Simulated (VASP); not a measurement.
Set up this calculation in VASP 6.6.1, as the native input.

| Quantity | Value |
| --- | --- |
| Task | single point |
| Functional | PBE |
| Potentials or basis | VASP PAW PBE potentials, release 64 (Y_sv, Sr_sv) |
| Cutoff | 520 eV |
| k mesh | 9 × 9 × 1 |
| Occupations | fermi-dirac, width 0.05 eV |
| Spin | no spin polarisation |
| Dipole correction | yes |
| Further INCAR settings | ALGO = Normal; EDIFF = 1e-06; NBANDS = 40 |

The structure of Sr5Y lies in POSCAR:

```
Sr5Y
1.0
    4.2697043870      0.0000000000      0.0000000000
    0.0000000000      4.2697043870      0.0000000000
    0.0000000000      0.0000000000     35.0957000000
Y Sr
1 5
Direct
    0.2500000000      0.2500000000      0.2874821881
    0.7500000000      0.7500000000      0.3716427093
    0.2500000000      0.2500000000      0.4571855354
    0.7500000000      0.7500000000      0.5428144995
    0.2500000000      0.2500000000      0.6283572617
    0.7500000000      0.7500000000      0.7125178059
```

The input as run:

INCAR

```
SYSTEM = Sr5Y
ALGO = Normal
DIPOL = 0.5 0.5 0.500
EDIFF = 1E-6
ENCUT = 520
GGA = PE
IDIPOL = 3
ISIF = 2
ISMEAR = -1
LASPH = .TRUE.
LCHARG = .TRUE.
LDIPOL = .TRUE.
LELF = .TRUE.
LREAL = .FALSE.
LVACPOTAV = .TRUE.
LVHAR = .TRUE.
LWAVE = .FALSE.
NBANDS = 40
NELM = 100
PREC = Accurate
SIGMA = 0.05
```

KPOINTS

```
k-points
0
G
  9 9 1
  0 0 0
```

Potentials or basis: VASP PAW PBE potentials, release 64 (Y_sv, Sr_sv).

Launch:

```bash
$ cat potpaw_PBE.64/Y_sv/POTCAR potpaw_PBE.64/Sr_sv/POTCAR > POTCAR
$ mpirun -np 1 vasp_std > vasp.out
```

Results of the run:

The largest force is 0.594 eV/Å. The band gap on the k mesh is zero (an odd number of electrons rules out a gap without spin polarisation).

It took 22 min on 1 thread of Intel(R) Xeon(R) 6975P-C (Granite Rapids), on a shared host, peak memory 0.8 GiB.
